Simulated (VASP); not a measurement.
# CuH2 (P6/mmm) in VASP: single point with PBE

Aim: the single point of CuH2 with PBE.

Program: VASP 6.6.1. These are calculated values, not measurements. Logs are shortened: lines on timing, memory, paths and dates and some standing lists are left out, and cuts for length are marked.

## Step 1: The cell of the first run

The structure is hexagonal, space group P6/mmm (No. 191). The conventional cell has a = 3.010 Å, b = 3.010 Å, c = 2.420 Å, α = 90.00°, β = 90.00°, γ = 120.00°. Within 2.8 Å of Cu (site symmetry 6/mmm) lie 12 H at 2.12 Å and 2 Cu at 2.42 Å. H (site symmetry -6m2) has 3 H at 1.74 Å and 6 Cu at 2.12 Å within 2.3 Å.

## Step 2: Single point, PBE

File INCAR:

```
PREC     = Accurate       # precision mode
ENCUT    = 820            # plane-wave cutoff, eV
EDIFF    = 1E-6           # SCF threshold, eV
ISMEAR   = 0              # smearing method
SIGMA    = 0.1            # smearing width, eV
LREAL    = False          # projectors in reciprocal space
LASPH    = True           # aspherical terms in the spheres
NELM     = 120            # most SCF steps
ALGO     = Normal         # electronic algorithm
ISIF     = 2              # what is computed and relaxed
LWAVE    = False          # write WAVECAR
LCHARG   = True           # write CHGCAR
GGA      = PE             # functional
LELF     = True           # ELF
LVHAR    = True         
NBANDS   = 18             # bands
GGA_COMPAT= False
```

File KPOINTS:

```
regular mesh
0
Gamma
  18 18 18
```

File POSCAR:

```
CuH2
1.0
    3.0102724607      0.0000000000      0.0000000000
   -1.5051362303      2.6069724233      0.0000000000
    0.0000000000      0.0000000000      2.4201632987
Cu H
1 2
Direct
    0.0000000000      0.0000000000      0.0000000000
    0.3333333333      0.6666666667      0.5000000000
    0.6666666667      0.3333333333      0.5000000000
```

Potentials or basis: VASP PAW PBE potentials, release 64 (Cu_sv_GW, H).

Launch:

```sh
$ cat potpaw_PBE.64/Cu_sv_GW/POTCAR potpaw_PBE.64/H/POTCAR > POTCAR
$ mpirun -np 1 vasp_std > vasp.out
```

OUTCAR:

```text
PREC = Accurate
   ENCUT = 820
   EDIFF = 1E-6
   ISMEAR = 0
   LREAL = False
   LASPH = True
   NELM = 120
   ISIF = 2
   GGA = PE

 ion  position               nearest neighbor table
   1  0.000  0.000  0.000-
   2  0.333  0.667  0.500-
   3  0.667  0.333  0.500-

  LATTYP: Found a hexagonal cell.
 ALAT       =     3.0102724607
 C/A-ratio  =     0.8039681890

  Lattice vectors:

 A1 = (   3.0102724607,   0.0000000000,   0.0000000000)
 A2 = (  -1.5051362303,   2.6069724233,   0.0000000000)
 A3 = (   0.0000000000,   0.0000000000,   2.4201632987)

Analysis of symmetry for initial positions (statically):
=====================================================================
 Subroutine PRICEL returns:
 Original cell was already a primitive cell.

 Routine SETGRP: Setting up the symmetry group for a
 hexagonal supercell.

 Subroutine GETGRP returns: Found 24 space group operations
 (whereof 24 operations were pure point group operations)
 out of a pool of 24 trial point group operations.

The static configuration has the point symmetry D_6h.

Analysis of symmetry for dynamics (positions and initial velocities):
=====================================================================
 Subroutine PRICEL returns:
 Original cell was already a primitive cell.

 Routine SETGRP: Setting up the symmetry group for a
 hexagonal supercell.

 Subroutine GETGRP returns: Found 24 space group operations
 (whereof 24 operations were pure point group operations)
 out of a pool of 24 trial point group operations.

The dynamic configuration has the point symmetry D_6h.

 Subroutine INISYM returns: Found 24 space group operations
 (whereof 24 operations are pure point group operations),
 and found     1 'primitive' translations

----------------------------------------------------------------------------------------

                                     Primitive cell

  volume of cell :      18.9927

  direct lattice vectors                    reciprocal lattice vectors
     3.010272461  0.000000000  0.000000000     0.332195844  0.191793360  0.000000000
    -1.505136230  2.606972423  0.000000000     0.000000000  0.383586720  0.000000000
     0.000000000  0.000000000  2.420163299     0.000000000  0.000000000  0.413195259

  length of vectors
     3.010272461  3.010272461  2.420163299     0.383586720  0.383586720  0.413195259

  position of ions in fractional coordinates (direct lattice)
     0.000000000  0.000000000  0.000000000
     0.333333333  0.666666667  0.500000000
     0.666666667  0.333333333  0.500000000

  ion indices of the primitive-cell ions
   primitive index   ion index
                 1           1
                 2           2
                 3           3

----------------------------------------------------------------------------------------

 KPOINTS: regular mesh

Automatic generation of k-mesh.
 Grid dimensions read from file:
 generate k-points for:   18   18   18

 Generating k-lattice:

  Cartesian coordinates                     Fractional coordinates (reciprocal lattice)
     0.018455325  0.010655187  0.000000000     0.055555556  0.000000000  0.000000000
     0.000000000  0.021310373  0.000000000     0.000000000  0.055555556  0.000000000
     0.000000000  0.000000000  0.022955292     0.000000000  0.000000000  0.055555556

  Length of vectors
     0.021310373  0.021310373  0.022955292

  Shift w.r.t. Gamma in fractional coordinates (k-lattice)
     0.000000000  0.000000000  0.000000000

 Subroutine IBZKPT returns following result:
 ===========================================

 Found    370 irreducible k-points:

 Following reciprocal coordinates:
            Coordinates               Weight
  0.000000  0.000000  0.000000      1.000000
  0.055556  0.000000  0.000000      6.000000
  0.111111  0.000000  0.000000      6.000000
  0.166667  0.000000  0.000000      6.000000
  0.222222  0.000000  0.000000      6.000000
  0.277778  0.000000  0.000000      6.000000
[... 16 lines left out ...]
  0.333333  0.111111  0.000000     12.000000
  0.388889  0.111111  0.000000     12.000000
 [... further k-points ...]
   k-points           NKPTS =    370   k-points in BZ     NKDIM =    370   number of bands    NBANDS=     18
   number of dos      NEDOS =    301   number of ions     NIONS =      3
   total plane-waves  NPLWV =  18816
   dimension x,y,z NGX =    28 NGY =   28 NGZ =   24
   dimension x,y,z NGXF=    56 NGYF=   56 NGZF=   48
   ions per type =               1   2
   NGX,Y,Z   is equivalent  to a cutoff of  15.46, 15.46, 16.49 a.u.
   NGXF,Y,Z  is equivalent  to a cutoff of  30.93, 30.93, 32.97 a.u.
 SYSTEM =  unknown system
   PREC   = accura    normal or accurate (medium, high low for compatibility)
   ISTART =      0    job   : 0-new  1-cont  2-samecut
   ICHARG =      2    charge: 1-file 2-atom 10-const
   ISPIN  =      1    spin polarized calculation?
   LNONCOLLINEAR =      F non collinear calculations
   LSORBIT =      F    spin-orbit coupling
   LASPH  =      T    aspherical Exc in radial PAW
   ENCUT  =  820.0 eV  60.27 Ry    7.76 a.u.   7.03  7.03  5.65*2*pi/ulx,y,z
   NELM   =    120;   NELMIN=  2; NELMDL= -5     # of ELM steps
   EDIFF  = 0.1E-05   stopping-criterion for ELM
   LREAL  =      F    real-space projection
   EDIFFG = 0.1E-04   stopping-criterion for IOM
   NSW    =      0    number of steps for IOM
   IBRION =     -1    ionic relax: 0-MD 1-quasi-New 2-CG
   NFREE  =      0    steps in history (QN), initial steepest desc. (CG)
   ISIF   =      2    stress and relaxation
   ISYM   =      2    0-nonsym 1-usesym 2-fastsym
   POTIM  = 0.5000    time-step for ionic-motion
   TEBEG  =    0.0;   TEEND  =   0.0 temperature during run
   PSTRESS=    0.0 pullay stress
   NELECT =      21.0000    total number of electrons
   NUPDOWN=      -1.0000    fix difference up-down
   EMIN   =  10.00;   EMAX   =-10.00  energy-range for DOS
   EFERMI =   0.00;   METHOD = LEGACY
   ISMEAR =     0;   SIGMA  =   0.10  broadening in eV -4-tet -1-fermi 0-gaus
   EFERMI_NEDOS =   21; number of points for ismear=-14 and -15
   IALGO  =     38    algorithm
   IMIX   =      4    mixing-type and parameters
     AMIX     =   0.40;   BMIX     =  1.00
     AMIX_MAG =   1.60;   BMIX_MAG =  1.00
  volume/ion in A,a.u.               =       6.33        42.72
  Fermi-wavevector in a.u.,A,eV,Ry     =   1.692852  3.199026 38.990861  2.865747
  Thomas-Fermi vector in A             =   2.774364
   LORBIT       =      0    0 simple, 1 ext, 2 COOP (PROOUT), +10 PAW based schemes
   GGA     = PE    functional components
   LHFCALC =     F    Hartree Fock is set to
   AEXX    =    0.0000 exact exchange contribution
   IVDW    =     0    specifies the selected vdW correction
   LEPSILON=     F    determine dielectric tensor
   LRPA    =     F    only Hartree local field effects (RPA)
 non-spin polarized calculation
 Gauss-broadening in eV      SIGMA  =   0.10
  energy-cutoff  :      820.00
  volume of cell :       18.99
 maximum number of plane-waves:      1031
   NGX = 15   NGY = 15   NGZ = 11

 number of electron      20.9999996 magnetization

 Free energy of the ion-electron system (eV)
  ---------------------------------------------------
  ext. energy  EPLUGINS =         0.00000000
  ---------------------------------------------------
  free energy    TOTEN  =        -8.16377101 eV

  energy without entropy =       -8.16032219  energy(sigma->0) =       -8.16204660

 E-fermi :   6.2619     XC(G=0): -12.1861

 val. band max:        6.2611780353   @ k =   0.0000   0.0000   0.5000
 cond. band min:       6.2692887236   @ k =   0.2778   0.1667   0.2778
 fundamental gap:      0.0081106883
 Fermi energy:         6.2618854832

 k-point     1 :       0.0000    0.0000    0.0000
  band No.  band energies     occupation
      1    -107.0445      2.00000
      2     -64.4904      2.00000
      3     -64.3714      2.00000
      4     -64.3714      2.00000
      5      -6.5053      2.00000
      6       1.5216      2.00000
[... 10 lines left out ...]
     17      20.7471      0.00000
     18      23.5809      0.00000

 k-point     2 :       0.0556    0.0000    0.0000
  band No.  band energies     occupation
      1    -107.0445      2.00000
      2     -64.4904      2.00000
      3     -64.3719      2.00000
      4     -64.3716      2.00000
      5      -6.4383      2.00000
      6       1.5252      2.00000
[... 10 lines left out ...]
     17      20.8342      0.00000
     18      23.8126      0.00000

 k-point     3 :       0.1111    0.0000    0.0000
  band No.  band energies     occupation
      1    -107.0445      2.00000
      2     -64.4905      2.00000
      3     -64.3730      2.00000
      4     -64.3719      2.00000
      5      -6.2381      2.00000
      6       1.5346      2.00000
[... 10 lines left out ...]
     17      21.9619      0.00000
     18      24.7034      0.00000

 k-point     4 :       0.1667    0.0000    0.0000
  band No.  band energies     occupation
      1    -107.0445      2.00000
      2     -64.4904      2.00000
      3     -64.3746      2.00000
      4     -64.3723      2.00000
      5      -5.9069      2.00000
      6       1.5456      2.00000
[... 10 lines left out ...]
     17      23.1558      0.00000
     18      26.4732      0.00000

 k-point     5 :       0.2222    0.0000    0.0000
  band No.  band energies     occupation
      1    -107.0444      2.00000
      2     -64.4902      2.00000
      3     -64.3765      2.00000
      4     -64.3728      2.00000
      5      -5.4491      2.00000
      6       1.5499      2.00000
[... 10 lines left out ...]
     17      24.7902      0.00000
     18      28.7545      0.00000

 k-point     6 :       0.2778    0.0000    0.0000
  band No.  band energies     occupation
      1    -107.0442      2.00000
      2     -64.4899      2.00000
      3     -64.3785      2.00000
      4     -64.3733      2.00000
      5      -4.8714      2.00000
      6       1.3416      2.00000
[... 10 lines left out ...]
     17      26.5432      0.00000
     18      30.9642      0.00000

 k-point     7 :       0.3333    0.0000    0.0000
  band No.  band energies     occupation
      1    -107.0441      2.00000
      2     -64.4898      2.00000
      3     -64.3804      2.00000
      4     -64.3736      2.00000
      5      -4.1846      2.00000
      6       0.8205      2.00000
[... 10 lines left out ...]
     17      28.4045      0.00000
     18      31.1612      0.00000

 k-point     8 :       0.3889    0.0000    0.0000
  band No.  band energies     occupation
      1    -107.0441      2.00000
      2     -64.4898      2.00000
      3     -64.3819      2.00000
      4     -64.3741      2.00000
      5      -3.4074      2.00000
      6       0.1601      2.00000
[... 10 lines left out ...]
     17      30.0187      0.00000
     18      30.3630      0.00000
[... 229 lines left out ...]
     17      25.1299      0.00000
     18      27.2143      0.00000

 k-point    20 :       0.1667    0.1111    0.0000
  band No.  band energies     occupation
      1    -107.0444      2.00000
      2     -64.4903      2.00000
      3     -64.3769      2.00000
      4     -64.3734      2.00000
      5      -5.2552      2.00000
      6       1.5500      2.00000
[... 10 lines left out ...]
     17      26.8978      0.00000
     18      29.2337      0.00000

 k-point    21 :       0.2222    0.1111    0.0000
  band No.  band energies     occupation
      1    -107.0443      2.00000
      2     -64.4901      2.00000
      3     -64.3787      2.00000
      4     -64.3741      2.00000
      5      -4.6822      2.00000
      6       1.2642      2.00000
[... 10 lines left out ...]
     17      28.4486      0.00000
     18      31.2204      0.00000

 k-point    22 :       0.2778    0.1111    0.0000
  band No.  band energies     occupation
      1    -107.0442      2.00000
      2     -64.4900      2.00000
      3     -64.3804      2.00000
      4     -64.3746      2.00000
      5      -4.0026      2.00000
      6       0.7894      2.00000
[... 10 lines left out ...]
     17      29.2881      0.00000
     18      31.6652      0.00000

 k-point    23 :       0.3333    0.1111    0.0000
  band No.  band energies     occupation
      1    -107.0441      2.00000
      2     -64.4898      2.00000
      3     -64.3817      2.00000
      4     -64.3751      2.00000
      5      -3.2366      2.00000
      6       0.1902      2.00000
[... 10 lines left out ...]
     17      29.1384      0.00000
     18      30.1840      0.00000

 k-point    24 :       0.3889    0.1111    0.0000
  band No.  band energies     occupation
      1    -107.0440      2.00000
      2     -64.4897      2.00000
      3     -64.3824      2.00000
      4     -64.3754      2.00000
      5      -2.4295      2.00000
      6      -0.5208      2.00000
[... 10 lines left out ...]
     17      28.7832      0.00000
     18      29.1942      0.00000

 [... further k-points ...]

------------------------ aborting loop because EDIFF is reached ----------------------------------------

  FORCE on cell =-STRESS in cart. coord.  units (eV):
  Direction    XX          YY          ZZ          XY          YZ          ZX
  --------------------------------------------------------------------------------------
  -------------------------------------------------------------------------------------
  Total       -0.1181853     -0.1181853     -0.1131439     -0.0000000     -0.0000000      0.0000000
  in kB       -9.9698180     -9.9698180     -9.5445353     -0.0000000     -0.0000000      0.0000000
  external PRESSURE =      -9.8280571 kB  Pullay stress =       0.0000000 kB

 VOLUME and BASIS-vectors are now :
 -----------------------------------------------------------------------------
  energy-cutoff  :      820.00
  volume of cell :       18.99
      direct lattice vectors                 reciprocal lattice vectors
     3.010272461  0.000000000  0.000000000     0.332195844  0.191793360  0.000000000
    -1.505136230  2.606972423  0.000000000     0.000000000  0.383586720  0.000000000
     0.000000000  0.000000000  2.420163299     0.000000000  0.000000000  0.413195259

 POSITION                                       TOTAL-FORCE (eV/Angst)
 -----------------------------------------------------------------------------------
      0.00000      0.00000      0.00000        -0.000000      0.000000     -0.000000
     -0.00000      1.73798      1.21008         0.000000     -0.000000     -0.000000
      1.50514      0.86899      1.21008        -0.000000      0.000000      0.000000
 -----------------------------------------------------------------------------------
    total drift:                               -0.000000      0.000000      0.000000

  FREE ENERGIE OF THE ION-ELECTRON SYSTEM (eV)
  ---------------------------------------------------
  free  energy   TOTEN  =        -8.1637710083 eV

  energy  without entropy=       -8.1603221854  energy(sigma->0) =       -8.16204660
```

It took 3.4 min on 1 thread of Intel Xeon Platinum 8259CL at 2.50GHz (Skylake/Cascade Lake), shared host; peak memory 0.41 GiB.

Results:

- Free energy: -8.1638 eV
- Pressure: -1.0 GPa
- Band gap on the k mesh: zero (an odd number of electrons rules out a gap without spin polarisation)

Caveat: an odd number of electrons without spin polarisation forces a metal; a magnetic or distorted state may lie lower.
